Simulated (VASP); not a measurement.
The system is KF (Carobbiite).

```xyz
2
Lattice="0.0000 2.6719 2.6719 2.6719 0.0000 2.6719 2.6719 2.6719 0.0000" Properties=species:S:1:pos:R:3 pbc="T T T"
K     0.0000    0.0000    0.0000
F     2.6719    2.6719    2.6719
```

Program: VASP 6.6.1. Alike in all runs: task single point; no spin polarisation; cell as given; cutoff (eV) 520.

Problem. Order these runs on this cell by their pressure, lowest first.
A. level r2SCAN; potentials or basis VASP PAW PBE potentials, release 64 (K_sv, F); k mesh 8 × 8 × 8; smearing gaussian 0.1 eV
B. level RPBE; potentials or basis VASP PAW PBE potentials, release 64 (K_sv, F); k mesh 9 × 9 × 9; smearing gaussian 0.02 eV
C. level LDA; potentials or basis VASP PAW LDA potentials, release 64 (K_sv, F); k mesh 9 × 9 × 9; smearing gaussian 0.05 eV
D. level PBE; potentials or basis VASP PAW PBE potentials, release 64 (K_sv, F); k mesh 6 × 6 × 6; smearing fermi-dirac 0.05 eV

Solution. C (-3.4 GPa), A (-0.5 GPa), D (1.4 GPa), B (4.1 GPa).

Caveats: the PAW data sets were made with another functional, which shifts forces and pressure a little (some runs).
